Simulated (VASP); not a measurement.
Write the native input for VASP 6.6.1 that does the following.

* Task: relaxation of cell and atoms
* Functional: PBE
* Potentials or basis: VASP PAW PBE potentials, release 64 (Zr_sv, Al, B, N)
* Cutoff: 600 eV
* k mesh: 3 × 3 × 3
* Occupations: gaussian, width 0.15 eV
* Spin: no spin polarisation
* Dipole correction: no
* Further INCAR settings: ALGO = Normal; EDIFF = 1e-06; IBRION = 2; EDIFFG = -0.08; NSW = 36; ISIF = 3

The structure of ZrAl3B3N lies in POSCAR:

```
ZrAl3B3N
1.0
    4.5330151400      0.0000000000      0.0000000000
    0.0000000000      4.5330151400      0.0000000000
    0.0000000000      0.0000000000      4.5330151400
Zr Al B N
1 3 3 1
Direct
    0.0000000000      0.0000000000      0.0000000000
    0.5000000000      0.0000000000      0.0000000000
    0.0000000000      0.5000000000      0.0000000000
    0.0000000000      0.0000000000      0.5000000000
    0.0000000000      0.5000000000      0.5000000000
    0.5000000000      0.0000000000      0.5000000000
    0.5000000000      0.5000000000      0.0000000000
    0.5000000000      0.5000000000      0.5000000000
```

The cell was built from a structure type or drawn by symmetry, and may not be a known phase.

One way to write it, as run:

INCAR

```
SYSTEM = ZrAl3B3N
ALGO = Normal
EDIFF = 1E-6
EDIFFG = -0.08
ENCUT = 600
GGA = PE
IBRION = 2
ISIF = 3
ISMEAR = 0
LASPH = .TRUE.
LCHARG = .FALSE.
LREAL = .FALSE.
LWAVE = .FALSE.
NELM = 100
NSW = 36
PREC = Accurate
SIGMA = 0.15
```

KPOINTS

```
k-points
0
G
  3 3 3
  0 0 0
```

Potentials or basis: VASP PAW PBE potentials, release 64 (Zr_sv, Al, B, N).

The run is started by

```console
$ cat potpaw_PBE.64/Zr_sv/POTCAR potpaw_PBE.64/Al/POTCAR potpaw_PBE.64/B/POTCAR potpaw_PBE.64/N/POTCAR > POTCAR
$ mpirun -np 1 vasp_std > vasp.out
```

It gave:

```yaml
Relaxed_volume: 14.30 Å³/atom
Relaxed_cell: a = 4.854 Å, b = 4.854 Å, c = 4.854 Å, α = 90.00°, β = 90.00°, γ = 90.00°
Space_group_after_relaxing_to_0.1_Å: Pm-3m (No. 221)
Energy_gained_by_relaxing: 161.2 meV/atom
Ionic_steps: 3
Pressure_after_relaxing: 0.2 GPa
Band_gap_on_the_k_mesh: zero (an odd number of electrons rules out a gap without spin polarisation)
```

Caveat: the k points lie up to 0.43 Å⁻¹ apart in the final cell, too coarse for converged energies and pressures of a metal; the volume moved by over 15 % at a fixed basis, so the end points are rough.

Wall time 53 s on 1 thread of Intel Xeon 8259CL, with other jobs on the host, peak memory 0.22 GiB.
